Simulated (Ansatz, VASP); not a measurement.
**Two plane-wave programs on Mg**

Contents of INCAR:

```
SYSTEM = Mg
ALGO = Normal ; EDIFF = 1E-6
ENCUT = 520 ; GGA = PS
ISIF = 2 ; ISMEAR = 0
LASPH = .True. ; LCHARG = .True.
LELF = .True. ; LREAL = .False.
LVHAR = .True. ; LWAVE = .False.
NBANDS = 9 ; NELM = 80
PREC = Accurate ; SIGMA = 0.15
```

KPOINTS

```
k-points
0
Gamma
  18 18 10
  0 0 0
```

File POSCAR:

```
Mg
1.0
    3.4660132551      0.0000000000      0.0000000000
   -1.7330066275      3.0016555288      0.0000000000
    0.0000000000      0.0000000000      4.7935036000
Mg
2
Direct
    0.3333333333      0.6666666667      0.2500000000
    0.6666666667      0.3333333333      0.7500000000
```

Input for Ansatz:

```yaml
crystal:
  lattice:
    - [3.4660132551, 0.0, 0.0]
    - [-1.7330066275, 3.0016555288, 0.0]
    - [0.0, 0.0, 4.7935036]
  atoms:
    - { symbol: Mg, position: [0.3333333333, 0.6666666667, 0.25] }
    - { symbol: Mg, position: [0.6666666667, 0.3333333333, 0.75] }
basis:
  ecutwfc: 420
kpoints:
  mp_grid: { grid: [18, 18, 10] }
hamiltonian:
  xc: pbesol
scf:
  occupations: { method: gaussian, width: 0.15 }
output:
  forces: true
  stress: true
  eigenvalues: true
```

Change from the starting cell: strain +0.080 along x and y, -0.080 along z, atoms carried along.

Alike in both runs: task single point; functional PBEsol; k mesh 18 × 18 × 10; occupations gaussian, width 0.15 eV; no spin polarisation.

|  | VASP | Ansatz |
| --- | --- | --- |
| version | VASP 6.6.1 | Ansatz 0.2.0 |
| potentials or method | VASP PAW PBE potentials, release 64 (Mg), cutoff 520 eV | scalar-relativistic, plane waves, PAW |
| valence electrons in the cell | 4 | 20 |

|  | VASP | Ansatz | Ansatz less VASP |
| --- | --- | --- | --- |
| gap on the k mesh at the Fermi level (eV) | none | none | - |
| pressure (GPa) | -2.4 | -2.3 | +0.06 |
| traceless stress, the component that is largest in VASP (GPa) | 3.73 | 3.71 | -0.016 |

VASP's potentials were made for PBE, not for PBEsol. A gap of «none» marks a metal or a gap that the smearing closes. VASP's potentials hold 4 valence electrons a cell and Ansatz's 20, so a difference there can come from the potentials and not from the codes.
